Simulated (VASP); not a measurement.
# In (I4/mmm) in VASP: relaxation of cell and atoms with r2SCAN

Aim: the relaxation of cell and atoms of In with r2SCAN.

Program: VASP 6.6.1. These are calculated values, not measurements. Logs are shortened: lines on timing, memory, paths and dates and some standing lists are left out, and cuts for length are marked.

## Step 1: The cell of the first run

It takes space group I4/mmm (No. 139, tetragonal). The conventional cell has a = 3.389 Å, b = 3.389 Å, c = 4.595 Å, α = 90.00°, β = 90.00°, γ = 90.00°. Within 4.4 Å of In (site symmetry 4/mmm) lie 12 In at 3.32 to 3.39 Å.

## Step 2: Relaxation of cell and atoms, r2SCAN

The input, POSCAR:

```
In
1.0
   -1.6947072700      1.6947072700      2.2973723900
    1.6947072700     -1.6947072700      2.2973723900
    1.6947072700      1.6947072700     -2.2973723900
In
1
Direct
    0.0000000000      0.0000000000      0.0000000000
```

The input, INCAR.step1:

```
ALGO     = Normal         # electronic algorithm
EDIFF    = 1E-4           # SCF threshold, eV
ENCUT    = 600            # plane-wave cutoff, eV
GGA      = PE             # functional
ISMEAR   = 0              # smearing method
LASPH    = T              # aspherical terms in the spheres
LCHARG   = F              # write CHGCAR
LREAL    = F              # projectors in reciprocal space
LWAVE    = T              # write WAVECAR
NELM     = 60             # most SCF steps
PREC     = Accurate       # precision mode
SIGMA    = 0.1            # smearing width, eV
```

The input, INCAR.step2:

```
ALGO     = Normal         # electronic algorithm
EDIFF    = 1E-6           # SCF threshold, eV
EDIFFG   = -0.005         # ionic threshold
ENCUT    = 600            # plane-wave cutoff, eV
IBRION   = 2              # ionic algorithm
ISIF     = 3              # what is computed and relaxed
ISMEAR   = 0              # smearing method
ISTART   = 1            
LASPH    = T              # aspherical terms in the spheres
LCHARG   = F              # write CHGCAR
LMIXTAU  = T            
LREAL    = F              # projectors in reciprocal space
LWAVE    = F              # write WAVECAR
METAGGA  = R2SCAN         # meta-GGA
NELM     = 60             # most SCF steps
NSW      = 100            # ionic steps
PREC     = Accurate       # precision mode
SIGMA    = 0.1            # smearing width, eV
```

The input, KPOINTS:

```
k-points
0
Gamma
  18 18 18
```

Potentials or basis: VASP PAW PBE potentials, release 64 (In_d).

On the command line:

```bash
$ cat potpaw_PBE.64/In_d/POTCAR > POTCAR
$ cp INCAR.step1 INCAR
$ mpirun -np 1 vasp_std > vasp.out
$ cp INCAR.step2 INCAR
$ mpirun -np 1 vasp_std > vasp.out
```

OUTCAR:

```text
EDIFF = 1E-6
   EDIFFG = -0.005
   ENCUT = 600
   IBRION = 2
   ISIF = 3
   ISMEAR = 0
   ISTART = 1
   LASPH = T
   LREAL = F
   METAGGA = R2SCAN
   NELM = 60
   NSW = 100
   PREC = Accurate

 ion  position               nearest neighbor table
   1  0.000  0.000  0.000-

  LATTYP: Found a body centered tetragonal cell.
 ALAT       =     3.3894145400
 C/A-ratio  =     1.3556160587

  Lattice vectors:

 A1 = (  -1.6947072700,   1.6947072700,   2.2973723900)
 A2 = (   1.6947072700,  -1.6947072700,   2.2973723900)
 A3 = (   1.6947072700,   1.6947072700,  -2.2973723900)

Analysis of symmetry for initial positions (statically):
=====================================================================
 Subroutine PRICEL returns:
 Original cell was already a primitive cell.

 Routine SETGRP: Setting up the symmetry group for a
 body centered tetragonal supercell.

 Subroutine GETGRP returns: Found 16 space group operations
 (whereof 16 operations were pure point group operations)
 out of a pool of 16 trial point group operations.

The static configuration has the point symmetry D_4h.

Analysis of symmetry for dynamics (positions and initial velocities):
=====================================================================
 Subroutine PRICEL returns:
 Original cell was already a primitive cell.

 Routine SETGRP: Setting up the symmetry group for a
 body centered tetragonal supercell.

 Subroutine GETGRP returns: Found 16 space group operations
 (whereof 16 operations were pure point group operations)
 out of a pool of 16 trial point group operations.

The dynamic configuration has the point symmetry D_4h.

 Subroutine INISYM returns: Found 16 space group operations
 (whereof 16 operations are pure point group operations),
 and found     1 'primitive' translations

----------------------------------------------------------------------------------------

                                     Primitive cell

  volume of cell :      26.3925

  direct lattice vectors                    reciprocal lattice vectors
    -1.694707270  1.694707270  2.297372390     0.000000000  0.295036204  0.217639945
     1.694707270 -1.694707270  2.297372390     0.295036204  0.000000000  0.217639945
     1.694707270  1.694707270 -2.297372390     0.295036204  0.295036204  0.000000000

  length of vectors
     3.319937554  3.319937554  3.319937554     0.366624477  0.366624477  0.417244201

  position of ions in fractional coordinates (direct lattice)
     0.000000000  0.000000000  0.000000000

  ion indices of the primitive-cell ions
   primitive index   ion index
                 1           1

----------------------------------------------------------------------------------------

 KPOINTS: k-points

Automatic generation of k-mesh.
 Grid dimensions read from file:
 generate k-points for:   18   18   18

 Generating k-lattice:

  Cartesian coordinates                     Fractional coordinates (reciprocal lattice)
     0.000000000  0.016390900  0.012091108     0.055555556 -0.000000000  0.000000000
     0.016390900  0.000000000  0.012091108    -0.000000000  0.055555556  0.000000000
     0.016390900  0.016390900  0.000000000     0.000000000  0.000000000  0.055555556

  Length of vectors
     0.020368027  0.020368027  0.023180233

  Shift w.r.t. Gamma in fractional coordinates (k-lattice)
     0.000000000  0.000000000  0.000000000

 Subroutine IBZKPT returns following result:
 ===========================================

 Found    480 irreducible k-points:

 Following reciprocal coordinates:
            Coordinates               Weight
  0.000000  0.000000  0.000000      1.000000
  0.055556  0.000000  0.000000      8.000000
  0.111111  0.000000  0.000000      8.000000
  0.166667  0.000000  0.000000      8.000000
  0.222222  0.000000 -0.000000      8.000000
  0.277778  0.000000  0.000000      8.000000
[... 16 lines left out ...]
 -0.277778  0.055556  0.000000     16.000000
 -0.222222  0.055556  0.000000     16.000000
 [... further k-points ...]
   k-points           NKPTS =    480   k-points in BZ     NKDIM =    480   number of bands    NBANDS=     10
   number of dos      NEDOS =    301   number of ions     NIONS =      1
   total plane-waves  NPLWV =  21952
   dimension x,y,z NGX =    28 NGY =   28 NGZ =   28
   dimension x,y,z NGXF=    56 NGYF=   56 NGZF=   56
   ions per type =               1
   NGX,Y,Z   is equivalent  to a cutoff of  14.02, 14.02, 14.02 a.u.
   NGXF,Y,Z  is equivalent  to a cutoff of  28.04, 28.04, 28.04 a.u.
 SYSTEM =  unknown system
   PREC   = accura    normal or accurate (medium, high low for compatibility)
   ISTART =      1    job   : 0-new  1-cont  2-samecut
   ICHARG =      0    charge: 1-file 2-atom 10-const
   ISPIN  =      1    spin polarized calculation?
   LNONCOLLINEAR =      F non collinear calculations
   LSORBIT =      F    spin-orbit coupling
   LASPH  =      T    aspherical Exc in radial PAW
   ENCUT  =  600.0 eV  44.10 Ry    6.64 a.u.   6.63  6.63  6.63*2*pi/ulx,y,z
   NELM   =     60;   NELMIN=  2; NELMDL=  0     # of ELM steps
   EDIFF  = 0.1E-05   stopping-criterion for ELM
   LREAL  =      F    real-space projection
   EDIFFG = -.5E-02   stopping-criterion for IOM
   NSW    =    100    number of steps for IOM
   IBRION =      2    ionic relax: 0-MD 1-quasi-New 2-CG
   NFREE  =      1    steps in history (QN), initial steepest desc. (CG)
   ISIF   =      3    stress and relaxation
   ISYM   =      2    0-nonsym 1-usesym 2-fastsym
   POTIM  = 0.5000    time-step for ionic-motion
   TEBEG  =    0.0;   TEEND  =   0.0 temperature during run
   PSTRESS=    0.0 pullay stress
   NELECT =      13.0000    total number of electrons
   NUPDOWN=      -1.0000    fix difference up-down
   EMIN   =  10.00;   EMAX   =-10.00  energy-range for DOS
   EFERMI =   0.00;   METHOD = LEGACY
   ISMEAR =     0;   SIGMA  =   0.10  broadening in eV -4-tet -1-fermi 0-gaus
   EFERMI_NEDOS =   21; number of points for ismear=-14 and -15
   IALGO  =     38    algorithm
   IMIX   =      4    mixing-type and parameters
     AMIX     =   0.40;   BMIX     =  1.00
     AMIX_MAG =   1.60;   BMIX_MAG =  1.00
  volume/ion in A,a.u.               =      26.39       178.11
  Fermi-wavevector in a.u.,A,eV,Ry     =   1.292892  2.443212 22.743098  1.671571
  Thomas-Fermi vector in A             =   2.424572
   LORBIT       =      0    0 simple, 1 ext, 2 COOP (PROOUT), +10 PAW based schemes
   METAGGA = R2SCAN    functional components
   LHFCALC =     F    Hartree Fock is set to
   AEXX    =    0.0000 exact exchange contribution
   IVDW    =     0    specifies the selected vdW correction
   LEPSILON=     F    determine dielectric tensor
   LRPA    =     F    only Hartree local field effects (RPA)
 conjugate gradient relaxation of ions
 non-spin polarized calculation
 Gauss-broadening in eV      SIGMA  =   0.10
  energy-cutoff  :      600.00
  volume of cell :       26.39
 maximum number of plane-waves:       909
   NGX = 13   NGY = 13   NGZ = 13

--------------------------------------- Ionic step        1  -------------------------------------------

 number of electron      13.0000005 magnetization

 Free energy of the ion-electron system (eV)
  ---------------------------------------------------
  ext. energy  EPLUGINS =         0.00000000
  ---------------------------------------------------
  free energy    TOTEN  =       -22.57439864 eV

  energy without entropy =      -22.57254092  energy(sigma->0) =      -22.57346978

------------------------ aborting loop because EDIFF is reached ----------------------------------------

  FORCE on cell =-STRESS in cart. coord.  units (eV):
  Direction    XX          YY          ZZ          XY          YZ          ZX
  --------------------------------------------------------------------------------------
  -------------------------------------------------------------------------------------
  Total       -0.0449650     -0.0449650      0.0198857      0.0000000     -0.0000000      0.0000000
  in kB       -2.7296344     -2.7296344      1.2071771      0.0000000     -0.0000000      0.0000000
  external PRESSURE =      -1.4173639 kB  Pullay stress =       0.0000000 kB
[... 86 lines left out ...]
  FREE ENERGIE OF THE ION-ELECTRON SYSTEM (eV)
  ---------------------------------------------------
  free  energy   TOTEN  =       -22.5746421727 eV

  energy  without entropy=      -22.5728622201  energy(sigma->0) =      -22.57375220

[... ionic steps 4 to 12 ...]

--------------------------------------- Ionic step       13  -------------------------------------------

 number of electron      13.0000004 magnetization

------------------------ aborting loop because EDIFF is reached ----------------------------------------

  FORCE on cell =-STRESS in cart. coord.  units (eV):
  Direction    XX          YY          ZZ          XY          YZ          ZX
  --------------------------------------------------------------------------------------
  -------------------------------------------------------------------------------------
  Total       -0.0141042     -0.0141042     -0.0228188      0.0000000      0.0000000      0.0000000
  in kB       -0.8553510     -0.8553510     -1.3838483      0.0000000      0.0000000      0.0000000
  external PRESSURE =      -1.0315168 kB  Pullay stress =       0.0000000 kB
[... 55 lines left out ...]
  energy  without entropy=      -22.5733447784  energy(sigma->0) =      -22.57442251

--------------------------------------- Ionic step       15  -------------------------------------------

 number of electron      13.0000004 magnetization

 Free energy of the ion-electron system (eV)
  ---------------------------------------------------
  ext. energy  EPLUGINS =         0.00000000
  ---------------------------------------------------
  free energy    TOTEN  =       -22.57550328 eV

  energy without entropy =      -22.57334113  energy(sigma->0) =      -22.57442221

 E-fermi :   7.4352     XC(G=0): -11.0374

 val. band max:        7.4328111114   @ k =  -0.4444  -0.4444   0.1667
 cond. band min:       7.4360273411   @ k =   0.2778   0.2778   0.1667
 fundamental gap:      0.0032162296
 Fermi energy:         7.4352367914

 k-point     1 :       0.0000    0.0000    0.0000
  band No.  band energies     occupation
      1      -7.8221      2.00000
      2      -7.8169      2.00000
      3      -7.8169      2.00000
      4      -7.6451      2.00000
      5      -7.6391      2.00000
      6      -2.5831      2.00000
      7      18.5332      0.00000
      8      18.5332      0.00000
      9      18.5465      0.00000
     10      19.5157      0.00000
[... 287 lines left out ...]
 k-point    24 :      -0.2222    0.0556    0.0000
  band No.  band energies     occupation
      1      -7.8417      2.00000
      2      -7.7714      2.00000
      3      -7.7653      2.00000
      4      -7.6491      2.00000
      5      -7.6061      2.00000
      6      -1.5548      2.00000
      7      12.3469      0.00000
      8      16.4381      0.00000
      9      17.4372      0.00000
     10      19.5858      0.00000

 [... further k-points ...]

------------------------ aborting loop because EDIFF is reached ----------------------------------------

  FORCE on cell =-STRESS in cart. coord.  units (eV):
  Direction    XX          YY          ZZ          XY          YZ          ZX
  --------------------------------------------------------------------------------------
  -------------------------------------------------------------------------------------
  Total        0.0030451      0.0030451     -0.0042835     -0.0000000     -0.0000000     -0.0000000
  in kB        0.1851074      0.1851074     -0.2603868     -0.0000000     -0.0000000     -0.0000000
  external PRESSURE =       0.0366093 kB  Pullay stress =       0.0000000 kB
[... 16 lines left out ...]
  FREE ENERGIE OF THE ION-ELECTRON SYSTEM (eV)
  ---------------------------------------------------
  free  energy   TOTEN  =       -22.5755032755 eV

  energy  without entropy=      -22.5733411346  energy(sigma->0) =      -22.57442221

 reached required accuracy - stopping structural energy minimisation
```

It took 1.7 h on 1 thread of Oxide Virtual Turin-like, shared host; peak memory 0.28 GiB.

What came out:

| Property | Result |
| --- | --- |
| Free energy | -22.5755 eV |
| Relaxed volume | 26.36 Å³/atom |
| Relaxed cell | a = 3.343 Å, b = 3.343 Å, c = 3.343 Å, α = 120.13°, β = 120.13°, γ = 89.78° |
| Space group after relaxing (to 0.1 Å) | Fm-3m (No. 225) |
| Energy gained by relaxing | 1.1 meV/atom |
| Ionic steps | 15 |
| Pressure after relaxing | 0.0 GPa |
| Band gap on the k mesh | zero (an odd number of electrons rules out a gap without spin polarisation) |

The path:
| step | energy change (eV) | largest force (eV/Å) | pressure (GPa) | volume (Å³) |
| --- | --- | --- | --- | --- |
| 1 | 0.0000 | 0.0000 | -0.14 | 26.39 |
| 2 | -0.0002 | 0.0000 | 0.03 | 26.30 |
| 3 | -0.0002 | 0.0000 | 0.22 | 26.20 |
| 4 | -0.0004 | 0.0000 | 0.17 | 26.20 |
| 5 | -0.0007 | 0.0000 | 0.21 | 26.21 |
| 6 | -0.0010 | 0.0000 | 0.19 | 26.23 |
| 7 | -0.0007 | 0.0000 | 0.15 | 26.26 |
| 8 | -0.0010 | 0.0000 | 0.17 | 26.24 |
| 9 | -0.0010 | 0.0000 | 0.08 | 26.25 |
| 10 | -0.0010 | 0.0000 | 0.18 | 26.25 |
| 11 | -0.0010 | 0.0000 | 0.16 | 26.25 |
| 12 | -0.0010 | 0.0000 | 0.20 | 26.25 |
| 13 | -0.0011 | 0.0000 | -0.10 | 26.42 |
| 14 | -0.0011 | 0.0000 | 0.00 | 26.36 |
| 15 | -0.0011 | 0.0000 | 0.00 | 26.36 |

Final structure:
```
In
1.0
    -1.66806    1.66806    2.36816
     1.66806   -1.66806    2.36816
     1.66806    1.66806   -2.36816
In
1
Cartesian
  0.0000 0.0000 0.0000
```

Levels at points of the mesh, in eV from the Fermi level:
| k point | band 4 | band 5 | band 6 | band 7 | band 8 | band 9 |
| --- | --- | --- | --- | --- | --- | --- |
| (0.00, 0.00, 0.00) | -15.08 | -15.07 | -10.02 | 11.10 | 11.10 | 11.11 |
| (0.50, 0.00, 0.00) | -14.92 | -14.91 | -4.51 | -3.59 | 8.77 | 8.85 |
| (0.50, 0.50, 0.00) | -14.88 | -14.87 | -2.44 | -2.06 | 4.16 | 4.19 |
| (0.50, 0.50, 0.50) | -14.87 | -14.87 | -2.48 | -2.14 | 4.23 | 4.23 |

Caveat: the PAW data sets were made with another functional, which shifts forces and pressure a little; spin-orbit coupling is left out, which moves the levels of the heavy elements.
